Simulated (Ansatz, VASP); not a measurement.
## TiC8 in VASP and in Ansatz

```
CELL_PARAMETERS angstrom
5.00083 0.00000 0.00000
-2.50042 4.33085 0.00000
0.00000 0.00000 3.63658
ATOMIC_POSITIONS crystal
Ti 0.00000 0.00000 0.50000
C 0.33333 0.66667 0.00000
C 0.33645 0.16822 0.00000
C 0.83178 0.66355 0.00000
C 0.83178 0.16822 0.00000
C 0.16822 0.83178 0.00000
C 0.16822 0.33645 0.00000
C 0.66355 0.83178 0.00000
C 0.66667 0.33333 0.00000
```

Alike in both runs: functional PBE; dispersion D3(BJ); k mesh 6 × 6 × 4; occupations gaussian, width 0.1 eV; no spin polarisation.

Ansatz relaxed the structure, and its values are those at the end. VASP's run is a single point on that final structure, the one shown.

|  | VASP | Ansatz |
| --- | --- | --- |
| version | VASP 6.6.1 | Ansatz 0.2.0 |
| potentials or method | VASP PAW PBE potentials, release 64 (Ti_sv, C), cutoff 520 eV | scalar-relativistic, plane waves, PAW |
| valence electrons in the cell | 44 | 44 |

```csv
,VASP,Ansatz,Ansatz less VASP
gap on the k mesh at the Fermi level (eV),none,none,-
pressure (GPa),0.5,0.0,-0.48
rms of the force components (eV/Å),0.007,0.000,-0.0063
```

A gap of «none» marks a metal or a gap that the smearing closes.

The k mesh is coarse, so the values compare programs but aren't converged.
